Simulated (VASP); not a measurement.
# GdN (Fm-3m) in VASP: notebook

Aim: see how the results for GdN move with the level of theory and the settings. Levels: PBE+D3(BJ), PBEsol. Tasks: single point.

Program: VASP 6.6.1. These are calculated values, not measurements. Logs are shortened: lines on timing, memory, paths and dates and some standing lists are left out, and cuts for length are marked.

### Step 1. The cell of the first run

The structure is cubic, space group Fm-3m (No. 225). The conventional cell has a = 4.981 Å, b = 4.981 Å, c = 4.981 Å, α = 90.00°, β = 90.00°, γ = 90.00°. Gd (site symmetry m-3m) has 6 N at 2.49 Å within 3.3 Å. N (site symmetry m-3m) has 6 Gd at 2.49 Å within 3.3 Å.

### Step 2. Single point, PBE+D3(BJ), non-collinear spin, typed start, spin-orbit coupling

INCAR reads:

```
PREC = Accurate
ENCUT = 520
EDIFF = 1E-6
ISMEAR = 0
SIGMA = 0.05
LREAL = F
LASPH = T
NELM = 150
ALGO = Normal
ISIF = 2
LWAVE = F
LCHARG = F
MAGMOM = 0 0 7 0 0 0
LORBIT = 11
LSORBIT = T
GGA_COMPAT = F
LORBMOM = T
LMAXMIX = 6
GGA = PE
IVDW = 12
NBANDS = 35
```

KPOINTS reads:

```
regular mesh
0
Gamma
  12 12 12
```

POSCAR reads:

```
GdN
1.0
    0.0000000000      2.4907467938      2.4907467938
    2.4907467938      0.0000000000      2.4907467938
    2.4907467938      2.4907467938      0.0000000000
Gd N
1 1
Direct
    0.5000000000      0.5000000000      0.5000000000
    0.0000000000      0.0000000000      0.0000000000
```

Potentials or basis: VASP PAW PBE potentials, release 64 (Gd, N).

Started as:

```
$ cat potpaw_PBE.64/Gd/POTCAR potpaw_PBE.64/N/POTCAR > POTCAR
$ mpirun -np 1 vasp_ncl > vasp.out
```

OUTCAR:

```text
PREC = Accurate
   ENCUT = 520
   EDIFF = 1E-6
   ISMEAR = 0
   LREAL = F
   LASPH = T
   NELM = 150
   ISIF = 2
   LORBIT = 11
   LSORBIT = T
   GGA = PE
   IVDW = 12
 IVDW          = 12

 ion  position               nearest neighbor table
   1  0.500  0.500  0.500-   2 2.49   2 2.49   2 2.49   2 2.49   2 2.49   2 2.49
   2  0.000  0.000  0.000-   1 2.49   1 2.49   1 2.49   1 2.49   1 2.49   1 2.49

  LATTYP: Found a face centered cubic cell.
 ALAT       =     4.9814935876

  Lattice vectors:

 A1 = (   0.0000000000,   2.4907467938,   2.4907467938)
 A2 = (   2.4907467938,   0.0000000000,   2.4907467938)
 A3 = (   2.4907467938,   2.4907467938,   0.0000000000)

Analysis of symmetry for initial positions (statically):
=====================================================================
 Subroutine PRICEL returns:
 Original cell was already a primitive cell.

 Routine SETGRP: Setting up the symmetry group for a
 face centered cubic supercell.

 Subroutine GETGRP returns: Found 48 space group operations
 (whereof 48 operations were pure point group operations)
 out of a pool of 48 trial point group operations.

The static configuration has the point symmetry O_h .

Analysis of symmetry for dynamics (positions and initial velocities):
=====================================================================
 Subroutine PRICEL returns:
 Original cell was already a primitive cell.

 Routine SETGRP: Setting up the symmetry group for a
 face centered cubic supercell.

 Subroutine GETGRP returns: Found 48 space group operations
 (whereof 48 operations were pure point group operations)
 out of a pool of 48 trial point group operations.

The dynamic configuration has the point symmetry O_h .

Analysis of structural, dynamic, and magnetic symmetry:
=====================================================================
 Subroutine PRICEL returns:
 Original cell was already a primitive cell.

 Routine SETGRP: Setting up the symmetry group for a
 face centered cubic supercell.

 Subroutine GETGRP returns: Found  8 space group operations
 (whereof  8 operations were pure point group operations)
 out of a pool of 48 trial point group operations.

The overall configuration has the point symmetry C_4h.

 Subroutine INISYM returns: Found  8 space group operations
 (whereof  8 operations are pure point group operations),
 and found     1 'primitive' translations

----------------------------------------------------------------------------------------

                                     Primitive cell

  volume of cell :      30.9043

  direct lattice vectors                    reciprocal lattice vectors
     0.000000000  2.490746794  2.490746794    -0.200743007  0.200743007  0.200743007
     2.490746794  0.000000000  2.490746794     0.200743007 -0.200743007  0.200743007
     2.490746794  2.490746794  0.000000000     0.200743007  0.200743007 -0.200743007

  length of vectors
     3.522447896  3.522447896  3.522447896     0.347697087  0.347697087  0.347697087

  position of ions in fractional coordinates (direct lattice)
     0.500000000  0.500000000  0.500000000
     0.000000000  0.000000000  0.000000000

  ion indices of the primitive-cell ions
   primitive index   ion index
                 1           1
                 2           2

----------------------------------------------------------------------------------------

 KPOINTS: regular mesh

Automatic generation of k-mesh.
 Grid dimensions read from file:
 generate k-points for:   12   12   12

 Generating k-lattice:

[... 103 lines left out ...]
 number of electron      23.0000006 magnetization      -0.0000000      0.0000000      6.9558679

 Free energy of the ion-electron system (eV)
  ---------------------------------------------------
  ext. energy  EPLUGINS =         0.00000000
  ---------------------------------------------------
  free energy    TOTEN  =       -23.82831629 eV

  energy without entropy =      -23.82819250  energy(sigma->0) =      -23.82825440

 E-fermi :   3.9848     XC(G=0): -11.5952

 val. band max:        3.9767224020   @ k =   0.0833   0.0833   0.0000
 cond. band min:       3.9884023919   @ k =   0.0000   0.0833   0.0833
 fundamental gap:      0.0116799899
 Fermi energy:         3.9847596252

 k-point     1 :       0.0000    0.0000    0.0000
  band No.  band energies     occupation
      1     -39.8154      1.00000
      2     -36.7379      1.00000
      3     -19.1308      1.00000
      4     -18.4142      1.00000
      5     -15.4841      1.00000
      6     -14.4489      1.00000
[... 901 lines left out ...]
     34       9.8800      0.00000
     35      10.2051      0.00000

 [... further k-points ...]

------------------------ aborting loop because EDIFF is reached ----------------------------------------

 Edisp (eV)   -0.76382

 E8    (eV) :    -0.3588

  FORCE on cell =-STRESS in cart. coord.  units (eV):
  Direction    XX          YY          ZZ          XY          YZ          ZX
  --------------------------------------------------------------------------------------
  -------------------------------------------------------------------------------------
  Total      -0.73834    -0.73834    -0.73617     0.00000     0.00000     0.00000
  in kB     -38.27811   -38.27811   -38.16562     0.00000     0.00000     0.00000
  external pressure =      -38.24 kB  Pullay stress =        0.00 kB

 VOLUME and BASIS-vectors are now :
 -----------------------------------------------------------------------------
  energy-cutoff  :      520.00
  volume of cell :       30.90
      direct lattice vectors                 reciprocal lattice vectors
     0.000000000  2.490746794  2.490746794    -0.200743007  0.200743007  0.200743007
     2.490746794  0.000000000  2.490746794     0.200743007 -0.200743007  0.200743007
     2.490746794  2.490746794  0.000000000     0.200743007  0.200743007 -0.200743007

 POSITION                                       TOTAL-FORCE (eV/Angst)
 -----------------------------------------------------------------------------------
      2.49075      2.49075      2.49075         0.000000     -0.000000      0.000000
      0.00000      0.00000      0.00000        -0.000000      0.000000      0.000000
 -----------------------------------------------------------------------------------
    total drift:                                0.000000      0.000000      0.000000

  FREE ENERGIE OF THE ION-ELECTRON SYSTEM (eV)
  ---------------------------------------------------
  free  energy   TOTEN  =       -24.5921394243 eV

  energy  without entropy=      -24.5920156373  energy(sigma->0) =      -24.59207753

 orbital moment (x)

 # of ion     p       d       f       tot
 ------------------------------------------------
  1         0.000  -0.000  -0.000  -0.000
  2        -0.000   0.000   0.000  -0.000
 ------------------------------------------------
           -0.000  -0.000  -0.000  -0.000

 orbital moment (y)

 # of ion     p       d       f       tot
 ------------------------------------------------
  1         0.000   0.000   0.000   0.000
  2         0.000   0.000   0.000   0.000
 ------------------------------------------------
            0.000   0.000   0.000   0.000

 orbital moment (z)

 # of ion     p       d       f       tot
 ------------------------------------------------
  1        -0.011  -0.005   0.028   0.012
  2         0.001   0.000   0.000   0.001
 ------------------------------------------------
           -0.010  -0.005   0.028   0.013

 Spin-Orbit-Coupling matrix elements

 Ion:    1  E_soc:     -1.2220134
 l=   1
     0.0000000    -0.1601444    -0.1601791
    -0.1601444     0.0000000    -0.1601444
    -0.1601791    -0.1601444     0.0000000
 l=   2
     0.0000000    -0.0002445     0.0000000    -0.0002445    -0.0012316
    -0.0002445     0.0000000    -0.0010117    -0.0002641    -0.0003353
     0.0000000    -0.0010117     0.0000000    -0.0010117     0.0000000
    -0.0002445    -0.0002641    -0.0010117     0.0000000    -0.0003353
    -0.0012316    -0.0003353     0.0000000    -0.0003353     0.0000000
 l=   3
     0.0000000    -0.0065664     0.0000000     0.0000000     0.0000000    -0.0065400    -0.0027490
    -0.0065664     0.0000000    -0.0109488     0.0000000    -0.0109488    -0.0011725    -0.0065664
     0.0000000    -0.0109488     0.0000000    -0.0258459    -0.0003627    -0.0108868     0.0000000
     0.0000000     0.0000000    -0.0258459     0.0000000    -0.0258459     0.0000000     0.0000000
     0.0000000    -0.0109488    -0.0003627    -0.0258459     0.0000000    -0.0108868     0.0000000
    -0.0065400    -0.0011725    -0.0108868     0.0000000    -0.0108868     0.0000000    -0.0065400
    -0.0027490    -0.0065664     0.0000000     0.0000000     0.0000000    -0.0065400     0.0000000

 Ion:    2  E_soc:     -0.0003654
 l=   1
     0.0000000    -0.0000579    -0.0000669
    -0.0000579     0.0000000    -0.0000579
    -0.0000669    -0.0000579     0.0000000
 l=   2
     0.0000000     0.0000000     0.0000000     0.0000000     0.0000000
     0.0000000     0.0000000     0.0000000     0.0000000     0.0000000
     0.0000000     0.0000000     0.0000000     0.0000000     0.0000000
     0.0000000     0.0000000     0.0000000     0.0000000     0.0000000
     0.0000000     0.0000000     0.0000000     0.0000000     0.0000000
 l=   3
     0.0000000     0.0000000     0.0000000     0.0000000     0.0000000     0.0000000     0.0000000
     0.0000000     0.0000000     0.0000000     0.0000000     0.0000000     0.0000000     0.0000000
     0.0000000     0.0000000     0.0000000     0.0000000     0.0000000     0.0000000     0.0000000
     0.0000000     0.0000000     0.0000000     0.0000000     0.0000000     0.0000000     0.0000000
     0.0000000     0.0000000     0.0000000     0.0000000     0.0000000     0.0000000     0.0000000
     0.0000000     0.0000000     0.0000000     0.0000000     0.0000000     0.0000000     0.0000000
     0.0000000     0.0000000     0.0000000     0.0000000     0.0000000     0.0000000     0.0000000

 total charge

# of ion       s       p       d       f       tot
--------------------------------------------------
    1        2.034   5.684   0.535   6.999  15.252
    2        1.250   2.384   0.000   0.000   3.634
--------------------------------------------------
tot          3.284   8.068   0.535   6.999  18.886

 magnetization (x)

# of ion       s       p       d       f       tot
--------------------------------------------------
    1        0.000   0.000   0.000   0.000   0.000
    2        0.000   0.000   0.000   0.000   0.000
--------------------------------------------------
tot          0.000   0.000   0.000   0.000   0.000

 magnetization (y)

# of ion       s       p       d       f       tot
--------------------------------------------------
    1        0.000   0.000   0.000   0.000   0.000
    2        0.000   0.000   0.000   0.000   0.000
--------------------------------------------------
tot          0.000   0.000   0.000   0.000   0.000

 magnetization (z)

# of ion       s       p       d       f       tot
--------------------------------------------------
    1       -0.005  -0.076   0.084   6.762   6.764
    2       -0.007  -0.078   0.000   0.000  -0.085
--------------------------------------------------
tot         -0.012  -0.154   0.084   6.762   6.679
```

Run time: 33 min. Hardware: 1 thread of Intel Xeon 6975P-C (Granite Rapids), shared host; peak memory 0.59 GiB.

What came out:

```yaml
Free_energy: -24.5921 eV
Pressure: -3.8 GPa
Net_moment: 6.96 μB per cell
Valence_electrons_inside_the_program's_atomic_spheres: Gd 15.25; N 3.63
Dispersion_energy_per_atom: -0.382 eV
```

Moments on the atoms (μB; x, y, z):
```
Gd   0.00  0.00  6.76
N    0.00  0.00 -0.09
```

Caveat: the cell stands under tension; a cell with one magnetic atom can't hold antiferromagnetic order, which such compounds often take; semilocal functionals describe open f shells poorly, which spoils levels, moments and volumes.

### Step 3. Single point, PBEsol, non-collinear spin, typed start, spin-orbit coupling

INCAR reads:

```
SYSTEM = GdN
PREC = Accurate
ENCUT = 520
EDIFF = 1E-7
ISMEAR = 0
SIGMA = 0.05
LREAL = .False.
LASPH = .True.
NELM = 150
ALGO = Normal
ISIF = 2
LWAVE = .False.
LCHARG = .False.
LNONCOLLINEAR = .True.
MAGMOM = 0 0 7 0 0 0
LORBIT = 11
LSORBIT = .True.
GGA_COMPAT = .False.
LORBMOM = .True.
LMAXMIX = 6
GGA = PS
NBANDS = 35
```

KPOINTS reads:

```
Automatic mesh
0
Gamma
  12 12 12
  0 0 0
```

POSCAR is that of step 2.

Potentials or basis: VASP PAW PBE potentials, release 64 (Gd, N).

Started as:

```
$ cat potpaw_PBE.64/Gd/POTCAR potpaw_PBE.64/N/POTCAR > POTCAR
$ mpirun -np 1 vasp_ncl > vasp.out
```

Wall time 32 min (1 thread of Intel Xeon 6975P-C (Granite Rapids), shared host); peak memory 0.57 GiB.

The run converged. Its results:

| Property | Result |
| --- | --- |
| Free energy | -24.6719 eV |
| Pressure | -5.2 GPa |
| Net moment | 6.95 μB per cell |
| Valence electrons inside the program's atomic spheres | Gd 15.23; N 3.61 |

Moments on the atoms (μB; x, y, z):
```
Gd   0.00  0.00  6.77
N    0.00  0.00 -0.09
```

Caveat: the cell stands under tension; the PAW data sets were made with another functional, which shifts forces and pressure a little; a cell with one magnetic atom can't hold antiferromagnetic order, which such compounds often take; semilocal functionals describe open f shells poorly, which spoils levels, moments and volumes. The state reached can hang on the start; a lower one may exist.
